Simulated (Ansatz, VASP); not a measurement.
PtS2 in VASP and in Ansatz

INCAR

```
SYSTEM = PtS2
PREC = Accurate ; ENCUT = 520
EDIFF = 1E-7 ; ISMEAR = -1
SIGMA = 0.05 ; LREAL = .False.
LASPH = .True. ; NELM = 80
ALGO = Normal ; ISIF = 2
LWAVE = .False. ; LCHARG = .False.
LNONCOLLINEAR = .True. ; MAGMOM = 0 0 0 0 0 0 0 0 0
LORBIT = 11 ; LSORBIT = .True.
GGA_COMPAT = .False. ; LMAXMIX = 4
GGA = PS ; NBANDS = 35
```

Contents of KPOINTS:

```
regular mesh
0
Gamma
  7 7 4
  0 0 0
```

The input POSCAR:

```
PtS2
1.0
    3.5432000000      0.0000000000      0.0000000000
   -1.7716000000      3.0685012107      0.0000000000
    0.0000000000      0.0000000000      5.0388000000
Pt S
1 2
Direct
    0.0000000000      0.0000000000      0.0000000000
    0.6666666667      0.3333333333      0.7730000000
    0.3333333333      0.6666666667      0.2270000000
```

Contents of KPOINTS_OPT:

```
path GMKGALHA,LM,KH
20
line-mode
reciprocal
 0.0000000000  0.0000000000  0.0000000000  G
 0.5000000000  0.0000000000  0.0000000000  M

 0.5000000000  0.0000000000  0.0000000000  M
 0.3333333333  0.3333333333  0.0000000000  K

 0.3333333333  0.3333333333  0.0000000000  K
 0.0000000000  0.0000000000  0.0000000000  G

 0.0000000000  0.0000000000  0.0000000000  G
 0.0000000000  0.0000000000  0.5000000000  A

 0.0000000000  0.0000000000  0.5000000000  A
 0.5000000000  0.0000000000  0.5000000000  L

 0.5000000000  0.0000000000  0.5000000000  L
 0.3333333333  0.3333333333  0.5000000000  H

 0.3333333333  0.3333333333  0.5000000000  H
 0.0000000000  0.0000000000  0.5000000000  A

 0.5000000000  0.0000000000  0.5000000000  L
 0.5000000000  0.0000000000  0.0000000000  M

 0.3333333333  0.3333333333  0.0000000000  K
 0.3333333333  0.3333333333  0.5000000000  H
```

input.yaml

```yaml
crystal:
  lattice:
    - [3.5432, 0.0, 0.0]
    - [-1.7716, 3.0685012107, 0.0]
    - [0.0, 0.0, 5.0388]
  atoms:
    - { symbol: Pt, position: [0.0, 0.0, 0.0] }
    - { symbol: S, position: [0.6666666667, 0.3333333333, 0.773] }
    - { symbol: S, position: [0.3333333333, 0.6666666667, 0.227] }
hamiltonian:
  xc: pbesol
  pseudopotentials: { kind: paw_fr }
magnetization:
  noncollinear: true
  spin_orbit: true
kpoints:
  mp_grid: { grid: [7, 7, 4] }
  band_path:
    path:
      - [[0.0, 0.0, 0.0], [0.5, 0.0, 0.0], [0.3333333333, 0.3333333333, 0.0], [0.0, 0.0, 0.0], [0.0, 0.0, 0.5], [0.5, 0.0, 0.5], [0.3333333333, 0.3333333333, 0.5], [0.0, 0.0, 0.5]]
      - [[0.5, 0.0, 0.5], [0.5, 0.0, 0.0]]
      - [[0.3333333333, 0.3333333333, 0.0], [0.3333333333, 0.3333333333, 0.5]]
    npoints: 14
scf:
  occupations: { method: fermi_dirac, width: 0.05 }
  n_extra_bands: 7
output:
  forces: true
  stress: true
  eigenvalues: true
  fatbands: true
  write_density: true
  write_potential: true
  elf: true
  volumetric_format: npy
```

Alike in both runs: task band structure; functional PBEsol; k mesh 7 × 7 × 4; occupations fermi-dirac, width 0.05 eV; spin-orbit coupling, no magnetisation.

```csv
,VASP,Ansatz
version,VASP 6.6.1,Ansatz 0.2.0
potentials or method,"VASP PAW PBE potentials, release 64 (Pt, S)",Ansatz PAW
plane-wave cutoff (eV),520,420
valence electrons in the cell,22,30
```

```csv
,VASP,Ansatz,Ansatz less VASP
pressure (GPa),6.2,6.4,+0.16
"traceless stress, the component that is largest in VASP (GPa)",-0.23,-0.34,-0.102
rms of the force components (eV/Å),0.453,0.456,+0.0029
```

VASP's potentials were made for PBE, not for PBEsol. Atom by atom the forces differ by 0.003 eV/Å (rms over components). With one functional, cell and mesh, what is left measures potentials, basis and numerics. VASP's potentials hold 22 valence electrons a cell and Ansatz's 30, so a difference there can come from the potentials and not from the codes.
